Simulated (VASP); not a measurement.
Write the native input for VASP 6.6.1 that does the following.

```
Task                   : single point
Functional             : PBEsol
Potentials or basis    : VASP PAW PBE potentials, release 64 (C_h)
Cutoff                 : 910 eV
k mesh                 : 9 × 9 × 6
Occupations            : gaussian, width 0.02 eV
Spin                   : no spin polarisation
Dipole correction      : no
Second run             : hard_potentials
Further INCAR settings : ALGO = Normal; EDIFF = 1e-06; NBANDS = 16
```

The structure of C lies in POSCAR:

```
C
1.0
    2.4990941175      0.0000000000      0.0000000000
   -1.2495470588      2.1642789922      0.0000000000
    0.0000000000      0.0000000000      4.1189829197
C
4
Direct
    0.3333333333      0.6666666667     -0.0002589785
    0.6666666667      0.3333333333      0.4997410215
    0.3333333333      0.6666666667      0.3742589785
    0.6666666667      0.3333333333      0.8742589785
```

This cell differs from its parent crystal: strained cell.

One way to write it, as run:

INCAR

```
SYSTEM = C
PREC = Accurate ; ENCUT = 910
EDIFF = 1E-6 ; ISMEAR = 0
SIGMA = 0.02 ; LREAL = .FALSE.
LASPH = .TRUE. ; NELM = 120
ALGO = Normal ; ISIF = 2
LWAVE = .FALSE. ; LCHARG = .TRUE.
GGA = PS ; LELF = .TRUE.
LVHAR = .TRUE. ; NBANDS = 16
GGA_COMPAT = .FALSE.
```

KPOINTS

```
regular mesh
0
G
  9 9 6
  0 0 0
```

Potentials or basis: VASP PAW PBE potentials, release 64 (C_h).

Command:

```bash
$ cat potpaw_PBE.64/C_h/POTCAR > POTCAR
$ mpirun -np 1 vasp_std > vasp.out
```

It gave:

The pressure is 4.7 GPa. The band gap on the k mesh is 3.03 eV, indirect (least direct gap 4.82 eV).

Caveat: the cell differs from its parent crystal (strained cell); the cutoff is under 1.25 times the usual one of these potentials, so pressure, stress and relaxed cells hold a basis-set (Pulay) error; the PAW data sets were made with another functional, which shifts forces and pressure a little.

Wall time 14 s on 1 thread of Intel(R) Xeon(R) 6975P-C (Granite Rapids) (shared host), peak memory 0.17 GiB.
